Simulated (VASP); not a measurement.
Wanted: the native input for a VASP 6.6.1 run.

| Property | Result |
| --- | --- |
| Task | single point |
| Functional | r2SCAN |
| Potentials or basis | VASP PAW PBE potentials, release 64 (Ca_sv) |
| Cutoff | 520 eV |
| k mesh | 14 × 14 × 14 |
| Occupations | gaussian, width 0.15 eV |
| Spin | no spin polarisation |
| Dipole correction | no |
| Further INCAR settings | ALGO = Normal; EDIFF = 1e-06; NBANDS = 11 |

The system is Ca.

```xyz
1
Lattice="0.0000 2.7942 2.7942 2.9339 0.0000 2.7942 2.9339 2.7942 0.0000" Properties=species:S:1:pos:R:3 pbc="T T T"
Ca    0.0000    0.0000    0.0000
```

This cell differs from its parent crystal: strain +0.0500 x Voigt [1, 0, 0, 0, 0, 0].

These files were run (other wordings do the same):

POSCAR

```
Ca
1.0
    0.0000000000      2.7942000000      2.7942000000
    2.9339100000      0.0000000000      2.7942000000
    2.9339100000      2.7942000000      0.0000000000
Ca
1
Direct
    0.0000000000      0.0000000000      0.0000000000
```

INCAR.step1

```
ALGO = Normal ; EDIFF = 1E-4
ENCUT = 520 ; GGA = PE
ISMEAR = 0 ; LASPH = True
LCHARG = False ; LREAL = False
LWAVE = True ; NBANDS = 11
NELM = 80 ; PREC = Accurate
SIGMA = 0.15
```

INCAR.step2

```
ALGO = Normal ; EDIFF = 1E-6
ENCUT = 520 ; ISIF = 2
ISMEAR = 0 ; ISTART = 1
LASPH = True ; LCHARG = False
LMIXTAU = True ; LREAL = False
LWAVE = False ; METAGGA = R2SCAN
NBANDS = 11 ; NELM = 80
PREC = Accurate ; SIGMA = 0.15
```

KPOINTS

```
k-points
0
Gamma
  14 14 14
```

Potentials or basis: VASP PAW PBE potentials, release 64 (Ca_sv).

Launch:

```sh
$ cat potpaw_PBE.64/Ca_sv/POTCAR > POTCAR
$ cp INCAR.step1 INCAR
$ mpirun -np 1 vasp_std > vasp.out
$ cp INCAR.step2 INCAR
$ mpirun -np 1 vasp_std > vasp.out
```

It gave:

```
Pressure               : -0.9 GPa
Band gap on the k mesh : zero (bands 5 and 6 overlap by 0.62 eV)
```

Caveat: the cell differs from its parent crystal (strain +0.0500 x Voigt [1, 0, 0, 0, 0, 0]); the PAW data sets were made with another functional, which shifts forces and pressure a little.

Wall time 6.8 min on 1 thread of Intel(R) Xeon(R) Platinum 8259CL CPU @ 2.50GHz (Skylake/Cascade Lake) (shared host), peak memory 0.26 GiB.
